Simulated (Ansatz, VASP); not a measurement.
## NaCl: VASP beside Ansatz

INCAR

```
PREC = Accurate
ENCUT = 520
EDIFF = 1E-8
ISMEAR = -1
SIGMA = 0.02
LREAL = F
LASPH = T
NELM = 80
ALGO = Normal
ISIF = 2
LWAVE = F
LCHARG = F
GGA = PS
LEFG = T
NBANDS = 14
```

Contents of KPOINTS:

```
regular mesh
0
Gamma
  8 8 8
```

File POSCAR:

```
NaCl
1.0
    2.8600000000      0.0000000000      0.0000000000
    0.0000000000      2.8600000000      0.0000000000
    0.0000000000      0.0000000000      2.9458000000
Na Cl
1 1
Direct
    0.0000000000      0.0000000000      0.0000000000
    0.5000000000      0.5000000000      0.5000000000
```

Input for Ansatz:

```yaml
crystal:
  lattice:
    - [2.86, 0.0, 0.0]
    - [0.0, 2.86, 0.0]
    - [0.0, 0.0, 2.9458]
  atoms:
    - { symbol: Na, position: [0.0, 0.0, 0.0] }
    - { symbol: Cl, position: [0.5, 0.5, 0.5] }
kpoints:
  mp_grid: { grid: [8, 8, 8] }
scf:
  occupations: { method: fermi_dirac, width: 0.02 }
hamiltonian:
  xc: pbesol
  pseudopotentials: { kind: all_electron, datasets: crystal }
output:
  forces: true
  stress: true
  eigenvalues: true
  efg: { contact_densities: true }
```

Change from the starting cell: zz strain of +3 %, crystal datasets.

Alike in both runs: task electric field gradients; functional PBEsol; k mesh 8 × 8 × 8; occupations fermi-dirac, width 0.02 eV; no spin polarisation.

|  | VASP | Ansatz |
| --- | --- | --- |
| version | VASP 6.6.1 | Ansatz 0.2.0 |
| potentials or method | VASP PAW PBE potentials, release 64 (Na_pv, Cl), cutoff 520 eV | all-electron PAW with datasets made for the crystal, scalar-relativistic |

```csv
,VASP,Ansatz,Ansatz less VASP
gap on the k mesh at the Fermi level (eV),4.18,4.13,-0.049
pressure (GPa),53.2,52.7,-0.52
"traceless stress, the component that is largest in VASP (GPa)",-4.60,-4.62,-0.019
size of Vzz on the site where it differs most (V/Å²),16.1,16.5,+0.38
```

VASP's potentials were made for PBE, not for PBEsol. Both programs put the cell under a high pressure, so it lies far from rest at this level. Ansatz ran all-electron here, and VASP with PAW potentials.
